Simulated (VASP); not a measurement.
# Os (P6_3/mmc) in VASP: single point with r2SCAN

Aim: the single point of Os with r2SCAN.

All numbers are computed with VASP 6.6.1; they aren't measurements. Logs are shortened: lines on timing, memory, paths and dates and some standing lists are left out, and cuts for length are marked.

### 1 The cell of the first run

Symmetry: P6_3/mmc, No. 194, hexagonal system. Conventional cell: a = 2.739 Å, b = 2.739 Å, c = 4.316 Å, α = 90.00°, β = 90.00°, γ = 120.00°. Within 3.5 Å of Os (site symmetry -6m2) lie 12 Os at 2.68 to 2.74 Å.

### 2 Single point, r2SCAN

The input, POSCAR:

```
Os
1.0
    2.7390104691      0.0000000000      0.0000000000
   -1.3695052345      2.3720526475      0.0000000000
    0.0000000000      0.0000000000      4.3162372575
Os
2
Direct
    0.3333333333      0.6666666667      0.2500000000
    0.6666666667      0.3333333333      0.7500000000
```

The input, INCAR.step1:

```
SYSTEM = Os
PREC = Accurate
ENCUT = 620
ISMEAR = -1
SIGMA = 0.1
LREAL = .FALSE.
LASPH = .TRUE.
NELM = 120
NBANDS = 23
GGA = PE
ALGO = Normal
EDIFF = 1E-5
LWAVE = .TRUE.
LCHARG = .FALSE.
GGA_COMPAT = .FALSE.
```

The input, INCAR.step2:

```
SYSTEM = Os
PREC = Accurate
ENCUT = 620
EDIFF = 1E-6
ISMEAR = -1
SIGMA = 0.1
LREAL = .FALSE.
LASPH = .TRUE.
NELM = 120
ALGO = Normal
ISIF = 2
LWAVE = .FALSE.
LCHARG = .FALSE.
METAGGA = R2SCAN
LMIXTAU = .TRUE.
NBANDS = 23
ISTART = 1
GGA_COMPAT = .FALSE.
```

The input, KPOINTS:

```
Automatic mesh
0
G
  14 14 8
  0 0 0
```

Potentials or basis: VASP PAW PBE potentials, release 64 (Os_sv_GW).

Command:

```console
$ cat potpaw_PBE.64/Os_sv_GW/POTCAR > POTCAR
$ cp INCAR.step1 INCAR
$ mpirun -np 1 vasp_std > vasp.out
$ cp INCAR.step2 INCAR
$ mpirun -np 1 vasp_std > vasp.out
```

OUTCAR:

```text
SYSTEM = Os
   PREC = Accurate
   ENCUT = 620
   EDIFF = 1E-6
   ISMEAR = -1
   LREAL = .FALSE.
   LASPH = .TRUE.
   NELM = 120
   ISIF = 2
   METAGGA = R2SCAN
   ISTART = 1

 ion  position               nearest neighbor table
   1  0.333  0.667  0.250-   2 2.68   2 2.68   2 2.68   2 2.68   2 2.68   2 2.68
   2  0.667  0.333  0.750-   1 2.68   1 2.68   1 2.68   1 2.68   1 2.68   1 2.68

  LATTYP: Found a hexagonal cell.
 ALAT       =     2.7390104691
 C/A-ratio  =     1.5758381745

  Lattice vectors:

 A1 = (   2.7390104691,   0.0000000000,   0.0000000000)
 A2 = (  -1.3695052345,   2.3720526475,   0.0000000000)
 A3 = (   0.0000000000,   0.0000000000,   4.3162372575)

Analysis of symmetry for initial positions (statically):
=====================================================================
 Subroutine PRICEL returns:
 Original cell was already a primitive cell.

 Routine SETGRP: Setting up the symmetry group for a
 hexagonal supercell.

 Subroutine GETGRP returns: Found 24 space group operations
 (whereof 12 operations were pure point group operations)
 out of a pool of 24 trial point group operations.

The static configuration has the point symmetry D_3d.
 The point group associated with its full space group is D_6h.

Analysis of symmetry for dynamics (positions and initial velocities):
=====================================================================
 Subroutine PRICEL returns:
 Original cell was already a primitive cell.

 Routine SETGRP: Setting up the symmetry group for a
 hexagonal supercell.

 Subroutine GETGRP returns: Found 24 space group operations
 (whereof 12 operations were pure point group operations)
 out of a pool of 24 trial point group operations.

The dynamic configuration has the point symmetry D_3d.
 The point group associated with its full space group is D_6h.

 Subroutine INISYM returns: Found 24 space group operations
 (whereof 12 operations are pure point group operations),
 and found     1 'primitive' translations

----------------------------------------------------------------------------------------

                                     Primitive cell

  volume of cell :      28.0429

  direct lattice vectors                    reciprocal lattice vectors
     2.739010469  0.000000000  0.000000000     0.365095355  0.210787902  0.000000000
    -1.369505235  2.372052647  0.000000000     0.000000000  0.421575803  0.000000000
     0.000000000  0.000000000  4.316237258     0.000000000  0.000000000  0.231683279

  length of vectors
     2.739010469  2.739010469  4.316237258     0.421575803  0.421575803  0.231683279

  position of ions in fractional coordinates (direct lattice)
     0.333333333  0.666666667  0.250000000
     0.666666667  0.333333333  0.750000000

  ion indices of the primitive-cell ions
   primitive index   ion index
                 1           1
                 2           2

----------------------------------------------------------------------------------------

 KPOINTS: Automatic mesh

Automatic generation of k-mesh.
 Grid dimensions read from file:
 generate k-points for:   14   14    8

 Generating k-lattice:

  Cartesian coordinates                     Fractional coordinates (reciprocal lattice)
     0.026078240  0.015056279  0.000000000     0.071428571  0.000000000  0.000000000
     0.000000000  0.030112557  0.000000000     0.000000000  0.071428571  0.000000000
     0.000000000  0.000000000  0.028960410     0.000000000  0.000000000  0.125000000

  Length of vectors
     0.030112557  0.030112557  0.028960410

  Shift w.r.t. Gamma in fractional coordinates (k-lattice)
     0.000000000  0.000000000  0.000000000

 Subroutine IBZKPT returns following result:
 ===========================================

 Found    120 irreducible k-points:

 Following reciprocal coordinates:
            Coordinates               Weight
  0.000000  0.000000  0.000000      1.000000
  0.071429  0.000000  0.000000      6.000000
  0.142857  0.000000  0.000000      6.000000
  0.214286  0.000000  0.000000      6.000000
  0.285714  0.000000  0.000000      6.000000
  0.357143 -0.000000  0.000000      6.000000
[... 16 lines left out ...]
  0.285714  0.285714  0.000000      6.000000
  0.357143  0.285714  0.000000      6.000000
 [... further k-points ...]
   k-points           NKPTS =    120   k-points in BZ     NKDIM =    120   number of bands    NBANDS=     23
   number of dos      NEDOS =    301   number of ions     NIONS =      2
   total plane-waves  NPLWV =  20736
   dimension x,y,z NGX =    24 NGY =   24 NGZ =   36
   dimension x,y,z NGXF=    48 NGYF=   48 NGZF=   72
   ions per type =               2
   NGX,Y,Z   is equivalent  to a cutoff of  14.57, 14.57, 13.87 a.u.
   NGXF,Y,Z  is equivalent  to a cutoff of  29.13, 29.13, 27.73 a.u.
 SYSTEM =  Os
   PREC   = accura    normal or accurate (medium, high low for compatibility)
   ISTART =      1    job   : 0-new  1-cont  2-samecut
   ICHARG =      0    charge: 1-file 2-atom 10-const
   ISPIN  =      1    spin polarized calculation?
   LNONCOLLINEAR =      F non collinear calculations
   LSORBIT =      F    spin-orbit coupling
   LASPH  =      T    aspherical Exc in radial PAW
   ENCUT  =  620.0 eV  45.57 Ry    6.75 a.u.   5.56  5.56  8.76*2*pi/ulx,y,z
   NELM   =    120;   NELMIN=  2; NELMDL=  0     # of ELM steps
   EDIFF  = 0.1E-05   stopping-criterion for ELM
   LREAL  =      F    real-space projection
   EDIFFG = 0.1E-04   stopping-criterion for IOM
   NSW    =      0    number of steps for IOM
   IBRION =     -1    ionic relax: 0-MD 1-quasi-New 2-CG
   NFREE  =      0    steps in history (QN), initial steepest desc. (CG)
   ISIF   =      2    stress and relaxation
   ISYM   =      2    0-nonsym 1-usesym 2-fastsym
   POTIM  = 0.5000    time-step for ionic-motion
   TEBEG  =    0.0;   TEEND  =   0.0 temperature during run
   PSTRESS=    0.0 pullay stress
   NELECT =      32.0000    total number of electrons
   NUPDOWN=      -1.0000    fix difference up-down
   EMIN   =  10.00;   EMAX   =-10.00  energy-range for DOS
   EFERMI =   0.00;   METHOD = LEGACY
   ISMEAR =    -1;   SIGMA  =   0.10  broadening in eV -4-tet -1-fermi 0-gaus
   EFERMI_NEDOS =   21; number of points for ismear=-14 and -15
   IALGO  =     38    algorithm
   IMIX   =      4    mixing-type and parameters
     AMIX     =   0.40;   BMIX     =  1.00
     AMIX_MAG =   1.60;   BMIX_MAG =  1.00
  volume/ion in A,a.u.               =      14.02        94.62
  Fermi-wavevector in a.u.,A,eV,Ry     =   1.710739  3.232828 39.819183  2.926627
  Thomas-Fermi vector in A             =   2.788982
   LORBIT       =      0    0 simple, 1 ext, 2 COOP (PROOUT), +10 PAW based schemes
   METAGGA = R2SCAN    functional components
   LHFCALC =     F    Hartree Fock is set to
   AEXX    =    0.0000 exact exchange contribution
   IVDW    =     0    specifies the selected vdW correction
   LEPSILON=     F    determine dielectric tensor
   LRPA    =     F    only Hartree local field effects (RPA)
 non-spin polarized calculation
  energy-cutoff  :      620.00
  volume of cell :       28.04
 maximum number of plane-waves:      1014
 NGX is ok and might be reduce to    24
   NGX = 11   NGY = 11   NGZ = 17

 number of electron      32.0000000 magnetization

 Free energy of the ion-electron system (eV)
  ---------------------------------------------------
  ext. energy  EPLUGINS =         0.00000000
  ---------------------------------------------------
  free energy    TOTEN  =      -108.20300765 eV

  energy without entropy =     -108.16072122  energy(sigma->0) =     -108.18186444

 E-fermi :  13.5660     XC(G=0): -16.0051

 val. band max:       13.5501936116   @ k =   0.2857   0.0714   0.0000
 cond. band min:      13.5666660665   @ k =   0.1429   0.0714   0.3750
 fundamental gap:      0.0164724549
 Fermi energy:        13.5659879042

 k-point     1 :       0.0000    0.0000    0.0000
  band No.  band energies     occupation
      1     -75.2326      2.00000
      2     -75.1015      2.00000
      3     -34.6016      2.00000
      4     -33.6080      2.00000
      5     -33.6080      2.00000
      6     -33.4180      2.00000
[... 15 lines left out ...]
     22      27.5179      0.00000
     23      30.0593      0.00000

 k-point     2 :       0.0714    0.0000    0.0000
  band No.  band energies     occupation
      1     -75.2279      2.00000
      2     -75.1000      2.00000
      3     -34.5831      2.00000
      4     -33.6474      2.00000
      5     -33.6214      2.00000
      6     -33.4592      2.00000
[... 15 lines left out ...]
     22      27.9651      0.00000
     23      30.3334      0.00000

 k-point     3 :       0.1429    0.0000    0.0000
  band No.  band energies     occupation
      1     -75.2150      2.00000
      2     -75.0959      2.00000
      3     -34.5293      2.00000
      4     -33.7577      2.00000
      5     -33.6581      2.00000
      6     -33.5731      2.00000
[... 15 lines left out ...]
     22      29.0815      0.00000
     23      30.9268      0.00000

 k-point     4 :       0.2143    0.0000    0.0000
  band No.  band energies     occupation
      1     -75.1954      2.00000
      2     -75.0899      2.00000
      3     -34.4451      2.00000
      4     -33.9161      2.00000
      5     -33.7329      2.00000
      6     -33.7091      2.00000
[... 15 lines left out ...]
     22      29.1136      0.00000
     23      30.3720      0.00000

 k-point     5 :       0.2857    0.0000    0.0000
  band No.  band energies     occupation
      1     -75.1724      2.00000
      2     -75.0845      2.00000
      3     -34.3398      2.00000
      4     -34.0918      2.00000
      5     -33.9042      2.00000
      6     -33.7637      2.00000
[... 434 lines left out ...]
 k-point    22 :       0.3571    0.2143    0.0000
  band No.  band energies     occupation
      1     -75.1123      2.00000
      2     -75.0851      2.00000
      3     -34.3009      2.00000
      4     -34.1132      2.00000
      5     -34.0020      2.00000
      6     -33.9923      2.00000
[... 15 lines left out ...]
     22      25.2429      0.00000
     23      27.8640      0.00000

 k-point    23 :       0.2857    0.2857    0.0000
  band No.  band energies     occupation
      1     -75.1100      2.00000
      2     -75.0860      2.00000
      3     -34.2607      2.00000
      4     -34.1227      2.00000
      5     -33.9900      2.00000
      6     -33.9865      2.00000
[... 15 lines left out ...]
     22      25.7108      0.00000
     23      28.3003      0.00000

 k-point    24 :       0.3571    0.2857    0.0000
  band No.  band energies     occupation
      1     -75.1015      2.00000
      2     -75.0907      2.00000
      3     -34.2653      2.00000
      4     -34.0667      2.00000
      5     -34.0643      2.00000
      6     -33.9196      2.00000
[... 15 lines left out ...]
     22      27.1211      0.00000
     23      28.9103      0.00000

 [... further k-points ...]

------------------------ aborting loop because EDIFF is reached ----------------------------------------

  FORCE on cell =-STRESS in cart. coord.  units (eV):
  Direction    XX          YY          ZZ          XY          YZ          ZX
  --------------------------------------------------------------------------------------
  -------------------------------------------------------------------------------------
  Total       -0.1383235     -0.1383235     -0.1359430     -0.0000000      0.0000000      0.0000000
  in kB       -7.9028434     -7.9028434     -7.7668356     -0.0000000      0.0000000      0.0000000
  external PRESSURE =      -7.8575075 kB  Pullay stress =       0.0000000 kB

 VOLUME and BASIS-vectors are now :
 -----------------------------------------------------------------------------
  energy-cutoff  :      620.00
  volume of cell :       28.04
      direct lattice vectors                 reciprocal lattice vectors
     2.739010469  0.000000000  0.000000000     0.365095355  0.210787902  0.000000000
    -1.369505235  2.372052647  0.000000000     0.000000000  0.421575803  0.000000000
     0.000000000  0.000000000  4.316237258     0.000000000  0.000000000  0.231683279

 POSITION                                       TOTAL-FORCE (eV/Angst)
 -----------------------------------------------------------------------------------
     -0.00000      1.58137      1.07906         0.000000      0.000000      0.000000
      1.36951      0.79068      3.23718        -0.000000     -0.000000      0.000000
 -----------------------------------------------------------------------------------
    total drift:                               -0.000000      0.000000     -0.000000

  FREE ENERGIE OF THE ION-ELECTRON SYSTEM (eV)
  ---------------------------------------------------
  free  energy   TOTEN  =      -108.2030076494 eV

  energy  without entropy=     -108.1607212206  energy(sigma->0) =     -108.18186444
```

Run time: 4.4 min. Hardware: 1 thread of AMD EPYC 9R45 (Zen 5), shared host; peak memory 0.2 GiB.

Results:

| Quantity | Value |
| --- | --- |
| Free energy | -108.2030 eV |
| Pressure | -0.8 GPa |
| Band gap on the k mesh | zero (bands 16 and 17 overlap by 3.91 eV) |

Levels at points of the mesh, in eV from the Fermi level:
```csv
k point,band 13,band 14,band 15,band 16,band 17,band 18,band 19,band 20
"(0.00, 0.00, 0.00)",-2.88,-2.31,-2.31,-1.68,-1.68,-0.03,1.72,1.72
"(0.50, 0.00, 0.00)",-3.09,-2.71,-1.95,2.07,2.66,2.80,4.55,5.91
"(0.00, 0.00, 0.50)",-3.40,-3.40,-3.40,-3.40,0.90,0.90,0.90,0.90
"(0.50, 0.00, 0.50)",-1.30,-1.30,-0.24,-0.24,2.43,2.43,3.39,3.39
```

Caveat: the PAW data sets were made with another functional, which shifts forces and pressure a little; spin-orbit coupling is left out, which moves the levels of the heavy elements.
